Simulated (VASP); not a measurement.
Set up this calculation in VASP 6.6.1, as the native input.

| Property | Result |
| --- | --- |
| Task | single point |
| Functional | PBE |
| Potentials or basis | VASP PAW PBE potentials, release 64 (Si) |
| Cutoff | 520 eV |
| k mesh | 12 × 12 × 6 |
| Occupations | gaussian, width 0.05 eV |
| Spin | no spin polarisation |
| Dipole correction | no |
| Further INCAR settings | ALGO = Normal; EDIFF = 1e-06; NBANDS = 16 |

The structure of Si lies in POSCAR:

```
Si
1.0
    4.0341116679      0.0000000000      0.0000000000
   -2.0170558339      3.4936431861      0.0000000000
    0.0000000000      0.0000000000      5.8002457560
Si
4
Direct
    0.3333333333      0.6666666667      0.0817861204
    0.6666666667      0.3333333333      0.5817861204
    0.3333333333      0.6666666667      0.4182138796
    0.6666666667      0.3333333333      0.9182138796
```

This isn't the form of Si at room conditions, which is diamond.

This cell differs from its parent crystal: atoms shifted along a free coordinate, c/a of the conventional cell at fixed volume 1.4378.

One way to write it, as run:

INCAR

```
ALGO = Normal
EDIFF = 1E-6
ENCUT = 520
GGA = PE
ISIF = 2
ISMEAR = 0
LASPH = T
LCHARG = F
LREAL = F
LWAVE = F
NBANDS = 16
NELM = 80
PREC = Accurate
SIGMA = 0.05
```

KPOINTS

```
k-points
0
Gamma
  12 12 6
```

Potentials or basis: VASP PAW PBE potentials, release 64 (Si).

Command:

```bash
$ cat potpaw_PBE.64/Si/POTCAR > POTCAR
$ mpirun -np 1 vasp_std > vasp.out
```

It gave:

```
Pressure               : 12.1 GPa
Largest force          : 8.440 eV/Å
Band gap on the k mesh : zero (bands 8 and 9 overlap by 0.64 eV)
```

Caveat: the stress differs along the axes, from -12 to 59 GPa; semilocal functionals underestimate gaps, and a narrow one can read as zero; forces of over 1 eV/Å act on the atoms, so gaps and moduli don't describe the material at rest.

Run time: 2.3 min on 1 thread of Intel Xeon 8259CL (shared host), peak memory 0.23 GiB.
